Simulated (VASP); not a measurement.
Input of a VASP 6.6.1 run:

The input INCAR:

```
  ALGO = Normal
  EDIFF = 1E-6
  ENCUT = 520
  GGA = PE
  ISIF = 2
  ISMEAR = -1
  ISYM = 0
  LASPH = T
  LCHARG = F
  LREAL = Auto
  LWAVE = F
  NBANDS = 68
  NELM = 60
  PREC = Accurate
  SIGMA = 0.1034
```

File KPOINTS:

```
k-points
0
Gamma
  1 1 1
```

The input POSCAR:

```
HfO2
1.0
    5.8586830000      0.1288100000     -0.1763910000
    0.1288100000      5.4147420000     -0.0179830000
   -0.1763910000     -0.0179830000      5.7582330000
Hf O
5 10
Direct
    0.7466778067      0.5148708084      0.2127097265
    0.8527439713      0.1745711091      0.6861184106
    0.3147752334      0.3474233625      0.7260229366
    0.2497056584      0.9706764733      0.1868016639
    0.5225168615      0.8146806899      0.6856000225
   -0.0196980126      0.4190507934      0.4907762917
    1.0978701490      0.2449934498      0.9950495457
    0.2035059461      0.0235254436      0.5597402320
    0.6481227468      0.4867961366      0.8781169630
    0.9496297999      0.8064307686      0.1466589133
    0.5718490291      0.0586716891      0.9362137856
    0.5161065535      0.7648861099      0.3052121194
    0.5318677059      0.2963970660      0.4611867538
    0.8131233558      0.8622050325      0.5776689958
    0.2452848320      0.6835483883      0.8511542147
```

Potentials or basis: VASP PAW PBE potentials, release 64 (Hf_pv, O).

Run with:

```console
$ cat potpaw_PBE.64/Hf_pv/POTCAR potpaw_PBE.64/O/POTCAR > POTCAR
$ mpirun -np 1 vasp_gam > vasp.out
```

**Question.** What does it give for the pressure?

**Answer.** 8.9 GPa.

**Question.** Predict the band gap on the k mesh.

**Answer.** 2.55 eV.

**Question.** What does it give for the largest force?

**Answer.** 3.718 eV/Å.

Stress tensor (GPa, compression positive):
```
 9.10  6.85 -1.38
 6.85 20.54 -5.76
-1.38 -5.76 -2.97
```

Caveat: the k points lie up to 1.16 Å⁻¹ apart; spin-orbit coupling is left out, which moves the levels of the heavy elements.
